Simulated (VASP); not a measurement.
# Au (P6_3/mmc) in VASP: a series of runs

Runs on Au. Level: r2SCAN. Tasks: single point.

Everything below comes from runs of VASP 6.6.1. Logs are shortened: lines on timing, memory, paths and dates and some standing lists are left out, and cuts for length are marked.

**1. The cell of the first run**

Symmetry: P6_3/mmc, No. 194, hexagonal system. The conventional cell has a = 3.213 Å, b = 3.213 Å, c = 8.751 Å, α = 90.00°, β = 90.00°, γ = 120.00°. Au (site symmetry -6m2) has 3 Au at 1.86 Å within 2.5 Å. Within 2.5 Å of Au (site symmetry -6m2) lie 3 Au at 1.86 Å.

**2. Single point, r2SCAN**

Contents of POSCAR:

```
Au
1.0
    3.2130423376      0.0000000000      0.0000000000
   -1.6065211688      2.7825762878      0.0000000000
    0.0000000000      0.0000000000      8.7509689683
Au
4
Direct
    0.0000000000      0.0000000000      0.2500000000
    0.0000000000      0.0000000000      0.7500000000
    0.3333333333      0.6666666667      0.7500000000
    0.6666666667      0.3333333333      0.2500000000
```

Contents of INCAR.step1:

```
PREC = Accurate ; ENCUT = 520
ISMEAR = 0 ; SIGMA = 0.1
LREAL = False ; LASPH = True
NELM = 100 ; NBANDS = 30
GGA = PE ; ALGO = Normal
EDIFF = 1E-4 ; LWAVE = True
LCHARG = False
```

Contents of INCAR.step2:

```
PREC = Accurate ; ENCUT = 520
EDIFF = 1E-6 ; ISMEAR = 0
SIGMA = 0.1 ; LREAL = False
LASPH = True ; NELM = 100
ALGO = Normal ; ISIF = 2
LWAVE = False ; LCHARG = False
METAGGA = R2SCAN ; LMIXTAU = True
NBANDS = 30 ; ISTART = 1
```

Contents of KPOINTS:

```
regular mesh
0
Gamma
  6 6 2
```

Potentials or basis: VASP PAW PBE potentials, release 64 (Au).

On the command line:

```sh
cat potpaw_PBE.64/Au/POTCAR > POTCAR
cp INCAR.step1 INCAR
mpirun -np 1 vasp_std > vasp.out
cp INCAR.step2 INCAR
mpirun -np 1 vasp_std > vasp.out
```

OUTCAR:

```text
PREC = Accurate
   ENCUT = 520
   EDIFF = 1E-6
   ISMEAR = 0
   LREAL = False
   LASPH = True
   NELM = 100
   ISIF = 2
   METAGGA = R2SCAN
   ISTART = 1

 ion  position               nearest neighbor table
   1  0.000  0.000  0.250-   4 1.86   4 1.86   4 1.86
   2  0.000  0.000  0.750-   3 1.86   3 1.86   3 1.86
   3  0.333  0.667  0.750-   2 1.86   2 1.86   2 1.86
   4  0.667  0.333  0.250-   1 1.86   1 1.86   1 1.86

  LATTYP: Found a hexagonal cell.
 ALAT       =     3.2130423376
 C/A-ratio  =     2.7235772358

  Lattice vectors:

 A1 = (   3.2130423376,   0.0000000000,   0.0000000000)
 A2 = (  -1.6065211688,   2.7825762878,   0.0000000000)
 A3 = (   0.0000000000,   0.0000000000,   8.7509689683)

Analysis of symmetry for initial positions (statically):
=====================================================================
 Subroutine PRICEL returns:
 Original cell was already a primitive cell.

 Routine SETGRP: Setting up the symmetry group for a
 hexagonal supercell.

 Subroutine GETGRP returns: Found 24 space group operations
 (whereof 12 operations were pure point group operations)
 out of a pool of 24 trial point group operations.

The static configuration has the point symmetry D_3d.
 The point group associated with its full space group is D_6h.

Analysis of symmetry for dynamics (positions and initial velocities):
=====================================================================
 Subroutine PRICEL returns:
 Original cell was already a primitive cell.

 Routine SETGRP: Setting up the symmetry group for a
 hexagonal supercell.

 Subroutine GETGRP returns: Found 24 space group operations
 (whereof 12 operations were pure point group operations)
 out of a pool of 24 trial point group operations.

The dynamic configuration has the point symmetry D_3d.
 The point group associated with its full space group is D_6h.

 Subroutine INISYM returns: Found 24 space group operations
 (whereof 12 operations are pure point group operations),
 and found     1 'primitive' translations

----------------------------------------------------------------------------------------

                                     Primitive cell

  volume of cell :      78.2383

  direct lattice vectors                    reciprocal lattice vectors
     3.213042338  0.000000000  0.000000000     0.311231504  0.179689593  0.000000000
    -1.606521169  2.782576288  0.000000000     0.000000000  0.359379186  0.000000000
     0.000000000  0.000000000  8.750968968     0.000000000  0.000000000  0.114273060

  length of vectors
     3.213042338  3.213042338  8.750968968     0.359379186  0.359379186  0.114273060

  position of ions in fractional coordinates (direct lattice)
     0.000000000  0.000000000  0.250000000
     0.000000000  0.000000000  0.750000000
     0.333333333  0.666666667  0.750000000
     0.666666667  0.333333333  0.250000000

  ion indices of the primitive-cell ions
   primitive index   ion index
                 1           1
                 2           2
                 3           3
                 4           4

----------------------------------------------------------------------------------------

 KPOINTS: regular mesh

Automatic generation of k-mesh.
 Grid dimensions read from file:
 generate k-points for:    6    6    2

 Generating k-lattice:

  Cartesian coordinates                     Fractional coordinates (reciprocal lattice)
     0.051871917  0.029948265  0.000000000     0.166666667  0.000000000  0.000000000
     0.000000000  0.059896531  0.000000000     0.000000000  0.166666667  0.000000000
     0.000000000  0.000000000  0.057136530     0.000000000  0.000000000  0.500000000

  Length of vectors
     0.059896531  0.059896531  0.057136530

  Shift w.r.t. Gamma in fractional coordinates (k-lattice)
     0.000000000  0.000000000  0.000000000

 Subroutine IBZKPT returns following result:
 ===========================================

 Found     14 irreducible k-points:

 Following reciprocal coordinates:
            Coordinates               Weight
  0.000000  0.000000  0.000000      1.000000
  0.166667 -0.000000  0.000000      6.000000
  0.333333 -0.000000  0.000000      6.000000
  0.500000  0.000000  0.000000      3.000000
  0.166667  0.166667  0.000000      6.000000
  0.333333  0.166667  0.000000     12.000000
  0.333333  0.333333  0.000000      2.000000
  0.000000  0.000000  0.500000      1.000000
  0.166667 -0.000000  0.500000      6.000000
  0.333333 -0.000000  0.500000      6.000000
  0.500000  0.000000  0.500000      3.000000
  0.166667  0.166667  0.500000      6.000000
  0.333333  0.166667  0.500000     12.000000
  0.333333  0.333333  0.500000      2.000000
   k-points           NKPTS =     14   k-points in BZ     NKDIM =     14   number of bands    NBANDS=     30
   number of dos      NEDOS =    301   number of ions     NIONS =      4
   total plane-waves  NPLWV =  40320
   dimension x,y,z NGX =    24 NGY =   24 NGZ =   70
   dimension x,y,z NGXF=    48 NGYF=   48 NGZF=  140
   ions per type =               4
   NGX,Y,Z   is equivalent  to a cutoff of  12.42, 12.42, 13.30 a.u.
   NGXF,Y,Z  is equivalent  to a cutoff of  24.84, 24.84, 26.60 a.u.
 SYSTEM =  unknown system
   PREC   = accura    normal or accurate (medium, high low for compatibility)
   ISTART =      1    job   : 0-new  1-cont  2-samecut
   ICHARG =      0    charge: 1-file 2-atom 10-const
   ISPIN  =      1    spin polarized calculation?
   LNONCOLLINEAR =      F non collinear calculations
   LSORBIT =      F    spin-orbit coupling
   LASPH  =      T    aspherical Exc in radial PAW
   ENCUT  =  520.0 eV  38.22 Ry    6.18 a.u.   5.97  5.97 16.27*2*pi/ulx,y,z
   NELM   =    100;   NELMIN=  2; NELMDL=  0     # of ELM steps
   EDIFF  = 0.1E-05   stopping-criterion for ELM
   LREAL  =      F    real-space projection
   EDIFFG = 0.1E-04   stopping-criterion for IOM
   NSW    =      0    number of steps for IOM
   IBRION =     -1    ionic relax: 0-MD 1-quasi-New 2-CG
   NFREE  =      0    steps in history (QN), initial steepest desc. (CG)
   ISIF   =      2    stress and relaxation
   ISYM   =      2    0-nonsym 1-usesym 2-fastsym
   POTIM  = 0.5000    time-step for ionic-motion
   TEBEG  =    0.0;   TEEND  =   0.0 temperature during run
   PSTRESS=    0.0 pullay stress
   NELECT =      44.0000    total number of electrons
   NUPDOWN=      -1.0000    fix difference up-down
   EMIN   =  10.00;   EMAX   =-10.00  energy-range for DOS
   EFERMI =   0.00;   METHOD = LEGACY
   ISMEAR =     0;   SIGMA  =   0.10  broadening in eV -4-tet -1-fermi 0-gaus
   EFERMI_NEDOS =   21; number of points for ismear=-14 and -15
   IALGO  =     38    algorithm
   IMIX   =      4    mixing-type and parameters
     AMIX     =   0.40;   BMIX     =  1.00
     AMIX_MAG =   1.60;   BMIX_MAG =  1.00
  volume/ion in A,a.u.               =      19.56       131.99
  Fermi-wavevector in a.u.,A,eV,Ry     =   1.351302  2.553591 24.844480  1.826018
  Thomas-Fermi vector in A             =   2.478735
   LORBIT       =      0    0 simple, 1 ext, 2 COOP (PROOUT), +10 PAW based schemes
   METAGGA = R2SCAN    functional components
   LHFCALC =     F    Hartree Fock is set to
   AEXX    =    0.0000 exact exchange contribution
   IVDW    =     0    specifies the selected vdW correction
   LEPSILON=     F    determine dielectric tensor
   LRPA    =     F    only Hartree local field effects (RPA)
 non-spin polarized calculation
 Gauss-broadening in eV      SIGMA  =   0.10
  energy-cutoff  :      520.00
  volume of cell :       78.24
 maximum number of plane-waves:      2148
 NGX is ok and might be reduce to    24
   NGX = 11   NGY = 11   NGZ = 33

 number of electron      43.9999999 magnetization

 Free energy of the ion-electron system (eV)
  ---------------------------------------------------
  ext. energy  EPLUGINS =         0.00000000
  ---------------------------------------------------
  free energy    TOTEN  =      -148.09042122 eV

  energy without entropy =     -148.08074175  energy(sigma->0) =     -148.08558148

 E-fermi :   8.7058     XC(G=0): -11.6028

 val. band max:        8.6767519689   @ k =   0.3333   0.3333   0.0000
 cond. band min:       8.7484749671   @ k =   0.3333   0.3333   0.5000
 fundamental gap:      0.0717229982
 Fermi energy:         8.7057789982

 k-point     1 :       0.0000    0.0000    0.0000
  band No.  band energies     occupation
      1      -5.0591      2.00000
      2      -5.0526      2.00000
      3      -2.1250      2.00000
      4      -2.1250      2.00000
      5      -2.1154      2.00000
      6      -2.1154      2.00000
[... 22 lines left out ...]
     29      22.8353      0.00000
     30      22.8353      0.00000

 k-point     2 :       0.1667   -0.0000    0.0000
  band No.  band energies     occupation
      1      -4.5884      2.00000
      2      -4.5879      2.00000
      3      -2.9145      2.00000
      4      -2.9078      2.00000
      5      -2.6358      2.00000
      6      -2.6347      2.00000
[... 22 lines left out ...]
     29      20.9411      0.00000
     30      21.3752      0.00000

 k-point     3 :       0.3333   -0.0000    0.0000
  band No.  band energies     occupation
      1      -5.9275      2.00000
      2      -5.9266      2.00000
      3      -4.4047      2.00000
      4      -4.4044      2.00000
      5      -2.9422      2.00000
      6      -2.9172      2.00000
[... 22 lines left out ...]
     29      17.7366      0.00000
     30      18.8524      0.00000

 k-point     4 :       0.5000    0.0000    0.0000
  band No.  band energies     occupation
      1      -6.7722      2.00000
      2      -6.7717      2.00000
      3      -5.0390      2.00000
      4      -5.0389      2.00000
      5      -3.1659      2.00000
      6      -3.1386      2.00000
[... 22 lines left out ...]
     29      17.2884      0.00000
     30      18.1808      0.00000

 k-point     5 :       0.1667    0.1667    0.0000
  band No.  band energies     occupation
      1      -5.7917      2.00000
      2      -5.7908      2.00000
      3      -3.3190      2.00000
      4      -3.3186      2.00000
      5      -3.0343      2.00000
      6      -3.0294      2.00000
[... 22 lines left out ...]
     29      17.7900      0.00000
     30      19.0283      0.00000

 k-point     6 :       0.3333    0.1667    0.0000
  band No.  band energies     occupation
      1      -7.2969      2.00000
      2      -7.2964      2.00000
      3      -3.9214      2.00000
      4      -3.9213      2.00000
      5      -3.6064      2.00000
      6      -3.6018      2.00000
[... 22 lines left out ...]
     29      16.5368      0.00000
     30      17.6265      0.00000

 k-point     7 :       0.3333    0.3333    0.0000
  band No.  band energies     occupation
      1      -7.9715      2.00000
      2      -7.9715      2.00000
      3      -3.9848      2.00000
      4      -3.9848      2.00000
      5      -2.7715      2.00000
      6      -2.7711      2.00000
[... 22 lines left out ...]
     29      14.4739      0.00000
     30      18.6384      0.00000

 k-point     8 :       0.0000    0.0000    0.5000
  band No.  band energies     occupation
      1      -5.0557      2.00000
      2      -5.0557      2.00000
      3      -2.1202      2.00000
      4      -2.1202      2.00000
      5      -2.1202      2.00000
      6      -2.1202      2.00000
[... 22 lines left out ...]
     29      23.2312      0.00000
     30      23.2312      0.00000

 k-point     9 :       0.1667   -0.0000    0.5000
  band No.  band energies     occupation
      1      -4.5881      2.00000
      2      -4.5881      2.00000
      3      -2.9109      2.00000
      4      -2.9109      2.00000
      5      -2.6353      2.00000
      6      -2.6353      2.00000
[... 22 lines left out ...]
     29      21.0971      0.00000
     30      21.0971      0.00000

 k-point    10 :       0.3333   -0.0000    0.5000
  band No.  band energies     occupation
      1      -5.9270      2.00000
      2      -5.9270      2.00000
      3      -4.4046      2.00000
      4      -4.4046      2.00000
      5      -2.9298      2.00000
      6      -2.9298      2.00000
[... 22 lines left out ...]
     29      18.4090      0.00000
     30      18.4090      0.00000

 k-point    11 :       0.5000    0.0000    0.5000
  band No.  band energies     occupation
      1      -6.7720      2.00000
      2      -6.7720      2.00000
      3      -5.0390      2.00000
      4      -5.0390      2.00000
      5      -3.1523      2.00000
      6      -3.1523      2.00000
[... 22 lines left out ...]
     29      16.7788      0.00000
     30      16.7788      0.00000

 k-point    12 :       0.1667    0.1667    0.5000
  band No.  band energies     occupation
      1      -5.7912      2.00000
      2      -5.7912      2.00000
      3      -3.3188      2.00000
      4      -3.3188      2.00000
      5      -3.0319      2.00000
      6      -3.0319      2.00000
[... 22 lines left out ...]
     29      19.2670      0.00000
     30      19.2670      0.00000

 k-point    13 :       0.3333    0.1667    0.5000
  band No.  band energies     occupation
      1      -7.2967      2.00000
      2      -7.2967      2.00000
      3      -3.9213      2.00000
      4      -3.9213      2.00000
      5      -3.6042      2.00000
      6      -3.6042      2.00000
[... 22 lines left out ...]
     29      16.7285      0.00000
     30      16.7285      0.00000

 k-point    14 :       0.3333    0.3333    0.5000
  band No.  band energies     occupation
      1      -7.9715      2.00000
      2      -7.9715      2.00000
      3      -3.9849      2.00000
      4      -3.9849      2.00000
      5      -2.7712      2.00000
      6      -2.7712      2.00000
[... 22 lines left out ...]
     29      15.6003      0.00000
     30      15.6003      0.00000

------------------------ aborting loop because EDIFF is reached ----------------------------------------

  FORCE on cell =-STRESS in cart. coord.  units (eV):
  Direction    XX          YY          ZZ          XY          YZ          ZX
  --------------------------------------------------------------------------------------
  -------------------------------------------------------------------------------------
  Total      218.5361893    218.5361893     -1.3037751      0.0000000      0.0000000      0.0000000
  in kB     4475.2188289   4475.2188289    -26.6989138      0.0000000      0.0000000      0.0000000
  external PRESSURE =    2974.5795813 kB  Pullay stress =       0.0000000 kB

 VOLUME and BASIS-vectors are now :
 -----------------------------------------------------------------------------
  energy-cutoff  :      520.00
  volume of cell :       78.24
      direct lattice vectors                 reciprocal lattice vectors
     3.213042338  0.000000000  0.000000000     0.311231504  0.179689593  0.000000000
    -1.606521169  2.782576288  0.000000000     0.000000000  0.359379186  0.000000000
     0.000000000  0.000000000  8.750968968     0.000000000  0.000000000  0.114273060

 POSITION                                       TOTAL-FORCE (eV/Angst)
 -----------------------------------------------------------------------------------
      0.00000      0.00000      2.18774         0.000000     -0.000000      0.000000
      0.00000      0.00000      6.56323        -0.000000      0.000000      0.000000
     -0.00000      1.85505      6.56323         0.000000     -0.000000      0.000000
      1.60652      0.92753      2.18774        -0.000000      0.000000     -0.000000
 -----------------------------------------------------------------------------------
    total drift:                                0.000000     -0.000000      0.000000

  FREE ENERGIE OF THE ION-ELECTRON SYSTEM (eV)
  ---------------------------------------------------
  free  energy   TOTEN  =      -148.0904212234 eV

  energy  without entropy=     -148.0807417452  energy(sigma->0) =     -148.08558148
```

It took 45 s on 1 thread of Intel Xeon 6975P-C (Granite Rapids), shared host; peak memory 0.2 GiB.

What came out:

```
Free energy            : -148.0904 eV
Pressure               : 297.5 GPa
Band gap on the k mesh : zero (band 22 reaches 9.04 eV, above the bottom of band 23 at 6.11 eV)
```

Levels at points of the mesh, in eV from the Fermi level:
| k point | band 18 | band 19 | band 20 | band 21 | band 22 | band 23 | band 24 | band 25 | band 26 | band 27 |
| --- | --- | --- | --- | --- | --- | --- | --- | --- | --- | --- |
| (0.00, 0.00, 0.00) | -3.48 | -3.46 | -3.46 | -3.12 | -2.65 | -2.60 | 0.14 | 5.92 | 11.09 | 11.38 |
| (0.50, 0.00, 0.00) | -2.42 | -1.62 | -1.62 | -1.21 | -1.21 | 3.11 | 3.26 | 3.76 | 4.51 | 7.65 |
| (0.00, 0.00, 0.50) | -3.47 | -3.47 | -3.47 | -2.63 | -2.63 | -1.68 | -1.68 | 8.40 | 8.40 | 11.77 |
| (0.50, 0.00, 0.50) | -2.62 | -1.62 | -1.62 | -1.21 | -1.21 | 3.11 | 3.11 | 4.97 | 4.97 | 6.70 |

Caveat: the k points lie up to 0.38 Å⁻¹ apart; the PAW data sets were made with another functional, which shifts forces and pressure a little; spin-orbit coupling is left out, which moves the levels of the heavy elements.

**3. Single point, r2SCAN**

This run uses another cell than the first one, of 23.51 Å³/atom, 1.202 times its volume.

Contents of POSCAR:

```
Au
1.0
    4.5725372529      0.0000000000      0.0000000000
   -2.2862686264      3.9599334208      0.0000000000
    0.0000000000      0.0000000000      5.1941878310
Au
4
Direct
    0.0000000000      0.0000000000      0.2500000000
    0.0000000000      0.0000000000      0.7500000000
    0.3333333333      0.6666666667      0.7500000000
    0.6666666667      0.3333333333      0.2500000000
```

Contents of INCAR.step1:

```
PREC = Accurate
ENCUT = 520
ISMEAR = 0
SIGMA = 0.1
LREAL = F
LASPH = T
NELM = 100
NBANDS = 30
GGA = PE
ALGO = Normal
EDIFF = 1E-4
LWAVE = T
LCHARG = F
```

Contents of INCAR.step2:

```
PREC = Accurate
ENCUT = 520
EDIFF = 1E-7
ISMEAR = 0
SIGMA = 0.1
LREAL = F
LASPH = T
NELM = 100
ALGO = Normal
ISIF = 2
LWAVE = F
LCHARG = F
METAGGA = R2SCAN
LMIXTAU = T
NBANDS = 30
ISTART = 1
```

Contents of KPOINTS:

```
Automatic mesh
0
Gamma
  12 12 10
```

Potentials or basis: VASP PAW PBE potentials, release 64 (Au).

On the command line:

```sh
cat potpaw_PBE.64/Au/POTCAR > POTCAR
cp INCAR.step1 INCAR
mpirun -np 1 vasp_std > vasp.out
cp INCAR.step2 INCAR
mpirun -np 1 vasp_std > vasp.out
```

Run time: 5.4 min. Hardware: 1 thread of Intel Xeon 6975P-C (Granite Rapids), shared host; peak memory 0.39 GiB.

It converged, with:

```
Free energy            : -200.0709 eV
Pressure               : 0.1 GPa
Band gap on the k mesh : zero (band 22 reaches 6.51 eV, above the bottom of band 23 at 3.74 eV)
```

Levels at points of the mesh, in eV from the Fermi level:
```csv
k point,band 20,band 21,band 22,band 23,band 24,band 25
"(0.00, 0.00, 0.00)",-1.99,-1.55,0.68,2.08,5.79,5.79
"(0.50, 0.00, 0.00)",-1.68,-0.94,-0.77,1.94,2.11,4.03
"(0.00, 0.00, 0.50)",-2.36,-2.36,-2.36,6.74,6.74,7.25
"(0.50, 0.00, 0.50)",-1.80,-0.96,-0.96,-0.23,-0.23,4.66
```

Caveat: the PAW data sets were made with another functional, which shifts forces and pressure a little; spin-orbit coupling is left out, which moves the levels of the heavy elements.
